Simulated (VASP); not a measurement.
# In (P6_3/mmc) in VASP: a series of runs

In is run at these levels: LDA; tasks: single point.

All numbers are computed with VASP 6.6.1; they aren't measurements. Logs are shortened: lines on timing, memory, paths and dates and some standing lists are left out, and cuts for length are marked.

## (1) The cell of the first run

Symmetry: P6_3/mmc, No. 194, hexagonal system. Conventional cell: a = 3.273 Å, b = 3.273 Å, c = 5.329 Å, α = 90.00°, β = 90.00°, γ = 120.00°. In (site symmetry -6m2) has 12 In at 3.27 Å within 4.3 Å.

This isn't the form of In at room conditions, which is tetragonal.

## (2) Single point, LDA

INCAR

```
SYSTEM = In
  ALGO = Normal
  EDIFF = 1E-6
  ENCUT = 520
  ISIF = 2
  ISMEAR = -1
  LASPH = .True.
  LCHARG = .False.
  LREAL = .False.
  LWAVE = .False.
  NBANDS = 20
  NELM = 100
  PREC = Accurate
  SIGMA = 0.1
```

KPOINTS

```
k-points
0
Gamma
  11 11 6
  0 0 0
```

POSCAR

```
In
1.0
    3.2733347749      0.0000000000      0.0000000000
   -1.6366673874      2.8347910701      0.0000000000
    0.0000000000      0.0000000000      5.3292037878
In
2
Direct
    0.3333333333      0.6666666667      0.2500000000
    0.6666666667      0.3333333333      0.7500000000
```

Potentials or basis: VASP PAW LDA potentials, release 64 (In_d).

Started as:

```sh
> cat potpaw_LDA.64/In_d/POTCAR > POTCAR
> mpirun -np 1 vasp_std > vasp.out
```

OUTCAR:

```text
SYSTEM = In
   EDIFF = 1E-6
   ENCUT = 520
   ISIF = 2
   ISMEAR = -1
   LASPH = .True.
   LREAL = .False.
   NELM = 100
   PREC = Accurate

 ion  position               nearest neighbor table
   1  0.333  0.667  0.250-   2 3.27   2 3.27   2 3.27   2 3.27   2 3.27   2 3.27
   2  0.667  0.333  0.750-   1 3.27   1 3.27   1 3.27   1 3.27   1 3.27   1 3.27

  LATTYP: Found a hexagonal cell.
 ALAT       =     3.2733347749
 C/A-ratio  =     1.6280656133

  Lattice vectors:

 A1 = (   3.2733347749,   0.0000000000,   0.0000000000)
 A2 = (  -1.6366673874,   2.8347910701,   0.0000000000)
 A3 = (   0.0000000000,   0.0000000000,   5.3292037878)

Analysis of symmetry for initial positions (statically):
=====================================================================
 Subroutine PRICEL returns:
 Original cell was already a primitive cell.

 Routine SETGRP: Setting up the symmetry group for a
 hexagonal supercell.

 Subroutine GETGRP returns: Found 24 space group operations
 (whereof 12 operations were pure point group operations)
 out of a pool of 24 trial point group operations.

The static configuration has the point symmetry D_3d.
 The point group associated with its full space group is D_6h.

Analysis of symmetry for dynamics (positions and initial velocities):
=====================================================================
 Subroutine PRICEL returns:
 Original cell was already a primitive cell.

 Routine SETGRP: Setting up the symmetry group for a
 hexagonal supercell.

 Subroutine GETGRP returns: Found 24 space group operations
 (whereof 12 operations were pure point group operations)
 out of a pool of 24 trial point group operations.

The dynamic configuration has the point symmetry D_3d.
 The point group associated with its full space group is D_6h.

 Subroutine INISYM returns: Found 24 space group operations
 (whereof 12 operations are pure point group operations),
 and found     1 'primitive' translations

----------------------------------------------------------------------------------------

                                     Primitive cell

  volume of cell :      49.4509

  direct lattice vectors                    reciprocal lattice vectors
     3.273334775  0.000000000  0.000000000     0.305498847  0.176379842  0.000000000
    -1.636667387  2.834791070  0.000000000     0.000000000  0.352759683  0.000000000
     0.000000000  0.000000000  5.329203788     0.000000000  0.000000000  0.187645292

  length of vectors
     3.273334775  3.273334775  5.329203788     0.352759683  0.352759683  0.187645292

  position of ions in fractional coordinates (direct lattice)
     0.333333333  0.666666667  0.250000000
     0.666666667  0.333333333  0.750000000

  ion indices of the primitive-cell ions
   primitive index   ion index
                 1           1
                 2           2

----------------------------------------------------------------------------------------

 KPOINTS: k-points

Automatic generation of k-mesh.
 Grid dimensions read from file:
 generate k-points for:   11   11    6

 Generating k-lattice:

  Cartesian coordinates                     Fractional coordinates (reciprocal lattice)
     0.027772622  0.016034531  0.000000000     0.090909091  0.000000000  0.000000000
     0.000000000  0.032069062  0.000000000     0.000000000  0.090909091  0.000000000
     0.000000000  0.000000000  0.031274215     0.000000000  0.000000000  0.166666667

  Length of vectors
     0.032069062  0.032069062  0.031274215

  Shift w.r.t. Gamma in fractional coordinates (k-lattice)
     0.000000000  0.000000000  0.000000000

 Subroutine IBZKPT returns following result:
 ===========================================

 Found     64 irreducible k-points:

 Following reciprocal coordinates:
            Coordinates               Weight
  0.000000  0.000000  0.000000      1.000000
  0.090909 -0.000000  0.000000      6.000000
  0.181818 -0.000000  0.000000      6.000000
  0.272727  0.000000  0.000000      6.000000
  0.363636  0.000000  0.000000      6.000000
  0.454545 -0.000000  0.000000      6.000000
[... 16 lines left out ...]
  0.090909  0.090909  0.166667     12.000000
  0.181818  0.090909  0.166667     24.000000
 [... further k-points ...]
   k-points           NKPTS =     64   k-points in BZ     NKDIM =     64   number of bands    NBANDS=     20
   number of dos      NEDOS =    301   number of ions     NIONS =      2
   total plane-waves  NPLWV =  23040
   dimension x,y,z NGX =    24 NGY =   24 NGZ =   40
   dimension x,y,z NGXF=    48 NGYF=   48 NGZF=   80
   ions per type =               2
   NGX,Y,Z   is equivalent  to a cutoff of  12.19, 12.19, 12.48 a.u.
   NGXF,Y,Z  is equivalent  to a cutoff of  24.38, 24.38, 24.96 a.u.
 SYSTEM =  In
   PREC   = accura    normal or accurate (medium, high low for compatibility)
   ISTART =      0    job   : 0-new  1-cont  2-samecut
   ICHARG =      2    charge: 1-file 2-atom 10-const
   ISPIN  =      1    spin polarized calculation?
   LNONCOLLINEAR =      F non collinear calculations
   LSORBIT =      F    spin-orbit coupling
   LASPH  =      T    aspherical Exc in radial PAW
   ENCUT  =  520.0 eV  38.22 Ry    6.18 a.u.   6.09  6.09  9.91*2*pi/ulx,y,z
   NELM   =    100;   NELMIN=  2; NELMDL= -5     # of ELM steps
   EDIFF  = 0.1E-05   stopping-criterion for ELM
   LREAL  =      F    real-space projection
   EDIFFG = 0.1E-04   stopping-criterion for IOM
   NSW    =      0    number of steps for IOM
   IBRION =     -1    ionic relax: 0-MD 1-quasi-New 2-CG
   NFREE  =      0    steps in history (QN), initial steepest desc. (CG)
   ISIF   =      2    stress and relaxation
   ISYM   =      2    0-nonsym 1-usesym 2-fastsym
   POTIM  = 0.5000    time-step for ionic-motion
   TEBEG  =    0.0;   TEEND  =   0.0 temperature during run
   PSTRESS=    0.0 pullay stress
   NELECT =      26.0000    total number of electrons
   NUPDOWN=      -1.0000    fix difference up-down
   EMIN   =  10.00;   EMAX   =-10.00  energy-range for DOS
   EFERMI =   0.00;   METHOD = LEGACY
   ISMEAR =    -1;   SIGMA  =   0.10  broadening in eV -4-tet -1-fermi 0-gaus
   EFERMI_NEDOS =   21; number of points for ismear=-14 and -15
   IALGO  =     38    algorithm
   IMIX   =      4    mixing-type and parameters
     AMIX     =   0.40;   BMIX     =  1.00
     AMIX_MAG =   1.60;   BMIX_MAG =  1.00
  volume/ion in A,a.u.               =      24.73       166.86
  Fermi-wavevector in a.u.,A,eV,Ry     =   1.321320  2.496933 23.754229  1.745887
  Thomas-Fermi vector in A             =   2.451082
   LORBIT       =      0    0 simple, 1 ext, 2 COOP (PROOUT), +10 PAW based schemes
   GGA     = CA    functional components
   LHFCALC =     F    Hartree Fock is set to
   AEXX    =    0.0000 exact exchange contribution
   IVDW    =     0    specifies the selected vdW correction
   LEPSILON=     F    determine dielectric tensor
   LRPA    =     F    only Hartree local field effects (RPA)
 non-spin polarized calculation
  energy-cutoff  :      520.00
  volume of cell :       49.45
 maximum number of plane-waves:      1346
   NGX = 13   NGY = 13   NGZ = 19

 number of electron      26.0000031 magnetization

 Free energy of the ion-electron system (eV)
  ---------------------------------------------------
  ext. energy  EPLUGINS =         0.00000000
  ---------------------------------------------------
  free energy    TOTEN  =        -6.44038214 eV

  energy without entropy =       -6.41224459  energy(sigma->0) =       -6.42631336

 E-fermi :   7.8782     XC(G=0): -10.7997

 val. band max:        7.8582945446   @ k =   0.2727   0.0909   0.0000
 cond. band min:       7.9299559966   @ k =   0.3636   0.0909   0.3333
 fundamental gap:      0.0716614519
 Fermi energy:         7.8781785548

 k-point     1 :       0.0000    0.0000    0.0000
  band No.  band energies     occupation
      1      -6.8286      2.00000
      2      -6.7344      2.00000
      3      -6.7047      2.00000
      4      -6.7047      2.00000
      5      -6.6693      2.00000
      6      -6.6693      2.00000
[... 12 lines left out ...]
     19      19.0490      0.00000
     20      19.5934      0.00000

 k-point     2 :       0.0909   -0.0000    0.0000
  band No.  band energies     occupation
      1      -6.8164      2.00000
      2      -6.7460      2.00000
      3      -6.6849      2.00000
      4      -6.6775      2.00000
      5      -6.6667      2.00000
      6      -6.6437      2.00000
[... 12 lines left out ...]
     19      19.4230      0.00000
     20      20.2239      0.00000

 k-point     3 :       0.1818   -0.0000    0.0000
  band No.  band energies     occupation
      1      -6.8329      2.00000
      2      -6.7290      2.00000
      3      -6.6822      2.00000
      4      -6.6628      2.00000
      5      -6.6424      2.00000
      6      -6.6106      2.00000
[... 12 lines left out ...]
     19      18.8408      0.00000
     20      20.0711      0.00000

 k-point     4 :       0.2727    0.0000    0.0000
  band No.  band energies     occupation
      1      -6.8865      2.00000
      2      -6.7304      2.00000
      3      -6.7298      2.00000
      4      -6.6765      2.00000
      5      -6.6446      2.00000
      6      -6.5225      2.00000
[... 12 lines left out ...]
     19      17.8819      0.00000
     20      19.3603      0.00000

 k-point     5 :       0.3636    0.0000    0.0000
  band No.  band energies     occupation
      1      -6.9371      2.00000
      2      -6.7987      2.00000
      3      -6.7563      2.00000
      4      -6.7056      2.00000
      5      -6.5910      2.00000
      6      -6.5511      2.00000
[... 12 lines left out ...]
     19      17.0756      0.00000
     20      18.6988      0.00000
[... 353 lines left out ...]
      6      -6.5473      2.00000
[... 12 lines left out ...]
     19      16.4145      0.00000
     20      18.2054      0.00000

 k-point    22 :       0.4545   -0.0000    0.1667
  band No.  band energies     occupation
      1      -6.9523      2.00000
      2      -6.8620      2.00000
      3      -6.7749      2.00000
      4      -6.6986      2.00000
      5      -6.6366      2.00000
      6      -6.5202      2.00000
[... 12 lines left out ...]
     19      16.0046      0.00000
     20      17.9118      0.00000

 k-point    23 :       0.0909    0.0909    0.1667
  band No.  band energies     occupation
      1      -6.7993      2.00000
      2      -6.7583      2.00000
      3      -6.7056      2.00000
      4      -6.6710      2.00000
      5      -6.6545      2.00000
      6      -6.6190      2.00000
[... 12 lines left out ...]
     19      18.6048      0.00000
     20      19.5045      0.00000

 k-point    24 :       0.1818    0.0909    0.1667
  band No.  band energies     occupation
      1      -6.8276      2.00000
      2      -6.7526      2.00000
      3      -6.7196      2.00000
      4      -6.6640      2.00000
      5      -6.6554      2.00000
      6      -6.5736      2.00000
[... 12 lines left out ...]
     19      18.3050      0.00000
     20      19.2099      0.00000

 [... further k-points ...]
[... 5 lines left out ...]
  --------------------------------------------------------------------------------------
  -------------------------------------------------------------------------------------
  Total        0.0220322      0.0220322      0.0083065      0.0000000      0.0000000      0.0000000
  in kB        0.7138307      0.7138307      0.2691270      0.0000000      0.0000000      0.0000000
  external PRESSURE =       0.5655962 kB  Pullay stress =       0.0000000 kB

 VOLUME and BASIS-vectors are now :
 -----------------------------------------------------------------------------
  energy-cutoff  :      520.00
  volume of cell :       49.45
      direct lattice vectors                 reciprocal lattice vectors
     3.273334775  0.000000000  0.000000000     0.305498847  0.176379842  0.000000000
    -1.636667387  2.834791070  0.000000000     0.000000000  0.352759683  0.000000000
     0.000000000  0.000000000  5.329203788     0.000000000  0.000000000  0.187645292

 POSITION                                       TOTAL-FORCE (eV/Angst)
 -----------------------------------------------------------------------------------
     -0.00000      1.88986      1.33230         0.000000      0.000000      0.000000
      1.63667      0.94493      3.99690        -0.000000     -0.000000      0.000000
 -----------------------------------------------------------------------------------
    total drift:                                0.000000     -0.000000      0.000000

  FREE ENERGIE OF THE ION-ELECTRON SYSTEM (eV)
  ---------------------------------------------------
  free  energy   TOTEN  =        -6.4403821350 eV

  energy  without entropy=       -6.4122445881  energy(sigma->0) =       -6.42631336
```

It took 48 s on 1 thread of Intel Xeon 8259CL, shared host; peak memory 0.17 GiB.

What came out:

```yaml
Free_energy: -6.4404 eV
Pressure: 0.1 GPa
Band_gap_on_the_k_mesh: zero (bands 13 and 14 overlap by 6.48 eV)
```

Levels at points of the mesh, in eV from the Fermi level:
```
           k point  band 10  band 11  band 12  band 13  band 14  band 15  band 16  band 17
(0.00, 0.00, 0.00)   -14.25    -9.97    -4.37    -3.59     8.60     8.60    10.57    10.57
(0.00, 0.00, 0.50)   -14.33    -8.50    -8.50     3.31     3.31     9.68     9.68     9.68
```

Caveat: spin-orbit coupling is left out, which moves the levels of the heavy elements.

## (3) Single point, LDA (21.76 Å³/atom)

This run uses another cell than the first one, of 21.76 Å³/atom.

INCAR

```
SYSTEM = In
PREC = Accurate
ENCUT = 520
EDIFF = 1E-6
ISMEAR = -1
SIGMA = 0.1
LREAL = .False.
LASPH = .True.
NELM = 80
ALGO = Normal
ISIF = 2
LWAVE = .False.
LCHARG = .False.
NBANDS = 20
```

KPOINTS

```
Automatic mesh
0
Gamma
  12 12 7
  0 0 0
```

POSCAR

```
In
1.0
    3.1367842478      0.0000000000      0.0000000000
   -1.5683921239      2.7165348448      0.0000000000
    0.0000000000      0.0000000000      5.1068905703
In
2
Direct
    0.3333333333      0.6666666667      0.2500000000
    0.6666666667      0.3333333333      0.7500000000
```

Potentials or basis: VASP PAW LDA potentials, release 64 (In_d).

Started as:

```sh
> cat potpaw_LDA.64/In_d/POTCAR > POTCAR
> mpirun -np 1 vasp_std > vasp.out
```

OUTCAR:

```text
SYSTEM = In
   PREC = Accurate
   ENCUT = 520
   EDIFF = 1E-6
   ISMEAR = -1
   LREAL = .False.
   LASPH = .True.
   NELM = 80
   ISIF = 2

 ion  position               nearest neighbor table
   1  0.333  0.667  0.250-   2 3.13   2 3.13   2 3.13   2 3.13   2 3.13   2 3.13
   2  0.667  0.333  0.750-   1 3.13   1 3.13   1 3.13   1 3.13   1 3.13   1 3.13

  LATTYP: Found a hexagonal cell.
 ALAT       =     3.1367842478
 C/A-ratio  =     1.6280656133

  Lattice vectors:

 A1 = (   3.1367842478,   0.0000000000,   0.0000000000)
 A2 = (  -1.5683921239,   2.7165348448,   0.0000000000)
 A3 = (   0.0000000000,   0.0000000000,   5.1068905703)

Analysis of symmetry for initial positions (statically):
=====================================================================
 Subroutine PRICEL returns:
 Original cell was already a primitive cell.

 Routine SETGRP: Setting up the symmetry group for a
 hexagonal supercell.

 Subroutine GETGRP returns: Found 24 space group operations
 (whereof 12 operations were pure point group operations)
 out of a pool of 24 trial point group operations.

The static configuration has the point symmetry D_3d.
 The point group associated with its full space group is D_6h.
[... 159 lines left out ...]

  energy without entropy =       -6.25813875  energy(sigma->0) =       -6.26985378

 E-fermi :   9.5789     XC(G=0): -11.4365

 val. band max:        9.4856269497   @ k =   0.4167  -0.0000   0.0000
 cond. band min:       9.6134986592   @ k =   0.0833  -0.0000   0.2857
 fundamental gap:      0.1278717096
 Fermi energy:         9.5789163152

 k-point     1 :       0.0000    0.0000    0.0000
  band No.  band energies     occupation
      1      -5.4621      2.00000
      2      -5.2921      2.00000
      3      -5.2496      2.00000
      4      -5.2496      2.00000
      5      -5.1976      2.00000
      6      -5.1976      2.00000
[... 541 lines left out ...]
     19      19.4293      0.00000
     20      20.6893      0.00000

 [... further k-points ...]

------------------------ aborting loop because EDIFF is reached ----------------------------------------

  FORCE on cell =-STRESS in cart. coord.  units (eV):
  Direction    XX          YY          ZZ          XY          YZ          ZX
  --------------------------------------------------------------------------------------
  -------------------------------------------------------------------------------------
  Total        2.4588906      2.4588906      2.2573811      0.0000000      0.0000000      0.0000000
  in kB       90.5301657     90.5301657     83.1110919      0.0000000      0.0000000      0.0000000
  external PRESSURE =      88.0571411 kB  Pullay stress =       0.0000000 kB

 VOLUME and BASIS-vectors are now :
 -----------------------------------------------------------------------------
  energy-cutoff  :      520.00
  volume of cell :       43.52
      direct lattice vectors                 reciprocal lattice vectors
     3.136784248  0.000000000  0.000000000     0.318797826  0.184058011  0.000000000
    -1.568392124  2.716534845  0.000000000     0.000000000  0.368116022  0.000000000
     0.000000000  0.000000000  5.106890570     0.000000000  0.000000000  0.195813869

 POSITION                                       TOTAL-FORCE (eV/Angst)
 -----------------------------------------------------------------------------------
     -0.00000      1.81102      1.27672        -0.000000      0.000000      0.000000
      1.56839      0.90551      3.83017         0.000000     -0.000000      0.000000
 -----------------------------------------------------------------------------------
    total drift:                               -0.000000      0.000000      0.000000

  FREE ENERGIE OF THE ION-ELECTRON SYSTEM (eV)
  ---------------------------------------------------
  free  energy   TOTEN  =        -6.2815688087 eV

  energy  without entropy=       -6.2581387481  energy(sigma->0) =       -6.26985378
```

stdout:

```text
POSCAR found type information on POSCAR In
 POSCAR found :  1 types and       2 ions
 scaLAPACK will be used
 LDA part: xc-table for (Slater(with rela. corr.)+CA(PZ))
 , standard interpolation
 POSCAR, INCAR and KPOINTS ok, starting setup
 FFT: planning ... GRIDC
 FFT: planning ... GRID_SOFT
 FFT: planning ... GRID
 WAVECAR not read
 entering main loop
```

Run time: 57 s. Hardware: 1 thread of Intel Xeon 8259CL, shared host; peak memory 0.17 GiB.

Results:

- Free energy: -6.2816 eV
- Pressure: 8.8 GPa
- Band gap on the k mesh: zero (bands 13 and 14 overlap by 5.89 eV)

Caveat: the cell stands under pressure; spin-orbit coupling is left out, which moves the levels of the heavy elements.

(Continued in part 2 of 2.)
